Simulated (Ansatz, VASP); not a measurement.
ZnAu: VASP beside Ansatz

File INCAR:

```
SYSTEM = ZnAu
ALGO     = Fast           ! electronic algorithm
EDIFF    = 1E-6           ! SCF threshold, eV
ENCUT    = 520            ! plane-wave cutoff, eV
GGA      = PE             ! functional
ISIF     = 2              ! what is computed and relaxed
ISMEAR   = 0              ! smearing method
LASPH    = .True.         ! aspherical terms in the spheres
LCHARG   = .False.        ! write CHGCAR
LREAL    = .False.        ! projectors in reciprocal space
LWAVE    = .False.        ! write WAVECAR
NBANDS   = 18             ! bands
NELM     = 80             ! most SCF steps
PREC     = Accurate       ! precision mode
SIGMA    = 0.1            ! smearing width, eV
```

The input KPOINTS:

```
k-points
0
Gamma
  12 12 12
  0 0 0
```

POSCAR

```
ZnAu
1.0
    3.1470000000      0.0000000000      0.0000000000
    0.0000000000      3.1470000000      0.0000000000
    0.0000000000      0.0000000000      3.1470000000
Zn Au
1 1
Direct
    0.5000000000      0.5000000000      0.5000000000
    0.0285986654      0.0000000000      0.0000000000
```

Input for Ansatz:

```yaml
crystal:
  lattice:
    - [3.147, 0.0, 0.0]
    - [0.0, 3.147, 0.0]
    - [0.0, 0.0, 3.147]
  atoms:
    - { symbol: Zn, position: [0.5, 0.5, 0.5] }
    - { symbol: Au, position: [0.0285986654, 0.0, 0.0] }
basis:
  ecutwfc: 420
kpoints:
  mp_grid: { grid: [12, 12, 12] }
hamiltonian:
  xc: pbe
scf:
  occupations: { method: gaussian, width: 0.1 }
output:
  forces: true
  stress: true
  eigenvalues: true
```

Change from the starting cell: one atom moved.

Alike in both runs: task single point; functional PBE; k mesh 12 × 12 × 12; occupations gaussian, width 0.1 eV; no spin polarisation.

|  | VASP | Ansatz |
| --- | --- | --- |
| version | VASP 6.6.1 | Ansatz 0.2.0 |
| potentials or method | VASP PAW PBE potentials, release 64 (Zn, Au), cutoff 520 eV | scalar-relativistic, plane waves, PAW |
| valence electrons in the cell | 23 | 31 |

```csv
,VASP,Ansatz,Ansatz less VASP
gap on the k mesh at the Fermi level (eV),none,none,-
pressure (GPa),5.4,5.3,-0.18
"traceless stress, the component that is largest in VASP (GPa)",-0.26,-0.26,+0.004
rms of the force components (eV/Å),0.199,0.195,-0.0031
```

Atom by atom the forces differ by 0.003 eV/Å (rms over components). A gap of «none» marks a metal or a gap that the smearing closes. VASP's potentials hold 23 valence electrons a cell and Ansatz's 31, so a difference there can come from the potentials and not from the codes.

Neither program's run includes spin-orbit coupling.
